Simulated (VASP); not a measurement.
A run of VASP 6.6.1:

The input INCAR:

```
SYSTEM = MnOsC6N6
PREC = Accurate
ENCUT = 520
EDIFF = 1E-6
ISMEAR = 0
SIGMA = 0.1
LREAL = .FALSE.
LASPH = .TRUE.
NELM = 150
ALGO = Normal
ISIF = 2
LWAVE = .FALSE.
LCHARG = .FALSE.
ISPIN = 2
MAGMOM = 2.23 0.23 0 0 0 0 0 0 0 0 0 0 0 0
LORBIT = 11
LMAXMIX = 4
GGA = PE
NBANDS = 54
```

The input KPOINTS:

```
regular mesh
0
G
  2 2 2
  0 0 0
```

File POSCAR:

```
MnOsC6N6
1.0
    0.0000000000      5.1040931480      5.1040931480
    5.1040931480      0.0000000000      5.1040931480
    5.1040931480      5.1040931480      0.0000000000
Mn Os C N
1 1 6 6
Direct
    0.5000000000      0.5000000000      0.5000000000
    0.0000000000      0.0000000000      1.0000000000
    0.8020715631      0.1979284369      0.1979284369
    0.1979284369      0.8020715631      0.1979284369
    0.1979284369      0.1979284369      0.8020715631
    0.1979284369      0.8020715631      0.8020715631
    0.8020715631      0.1979284369      0.8020715631
    0.8020715631      0.8020715631      0.1979284369
    0.6872609300      0.3127390700      0.3127390700
    0.3127390700      0.6872609300      0.3127390700
    0.3127390700      0.3127390700      0.6872609300
    0.3127390700      0.6872609300      0.6872609300
    0.6872609300      0.3127390700      0.6872609300
    0.6872609300      0.6872609300      0.3127390700
```

Potentials or basis: VASP PAW PBE potentials, release 64 (Mn_pv, Os, C, N).

Command:

```sh
$ cat potpaw_PBE.64/Mn_pv/POTCAR potpaw_PBE.64/Os/POTCAR potpaw_PBE.64/C/POTCAR potpaw_PBE.64/N/POTCAR > POTCAR
$ mpirun -np 1 vasp_std > vasp.out
```

Hardware: 1 thread of Intel(R) Xeon(R) Platinum 8259CL CPU @ 2.50GHz (Skylake/Cascade Lake), with other jobs on the host.

Problem. Estimate the wall time of this run.

Solution. It took 5 min on 1 thread of Intel(R) Xeon(R) Platinum 8259CL CPU @ 2.50GHz (Skylake/Cascade Lake), on a shared host, peak memory 0.54 GiB. Counts: scf iterations 25, k points 3.
